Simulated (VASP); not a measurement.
Input of a VASP 6.6.1 run:

Contents of INCAR:

```
SYSTEM = Ni
  PREC = Accurate
  ENCUT = 520
  EDIFF = 1E-7
  ISMEAR = 0
  SIGMA = 0.1
  LREAL = .False.
  LASPH = .True.
  NELM = 150
  ALGO = Normal
  ISIF = 2
  LWAVE = .False.
  LCHARG = .False.
  ISPIN = 2
  MAGMOM = 1 1
  LORBIT = 11
  LMAXMIX = 4
  GGA = PE
  NBANDS = 21
```

KPOINTS

```
Automatic mesh
0
Gamma
  12 12 7
  0 0 0
```

File POSCAR:

```
Ni
1.0
    2.4480228978      0.0000000000      0.0000000000
   -1.2240114489      2.1200500186      0.0000000000
    0.0000000000      0.0000000000      4.0728075700
Ni
2
Direct
    0.6666666667      0.3333333333      0.7500000000
    0.3333333333      0.6666666667      0.2500000000
```

Potentials or basis: VASP PAW PBE potentials, release 64 (Ni).

Run with:

```sh
$ cat potpaw_PBE.64/Ni/POTCAR > POTCAR
$ mpirun -np 1 vasp_std > vasp.out
```

Question: What does it give for the net moment?

Answer: 1.27 μB per cell.

Question: Predict the pressure.

Answer: 7.0 GPa.

Question: Estimate the site moments.

Answer: Ni +0.65 μB.

Stress tensor (GPa, compression positive):
```
8.25 0.00 0.00
0.00 8.25 0.00
0.00 0.00 4.51
```

Caveat: the cell stands under pressure.
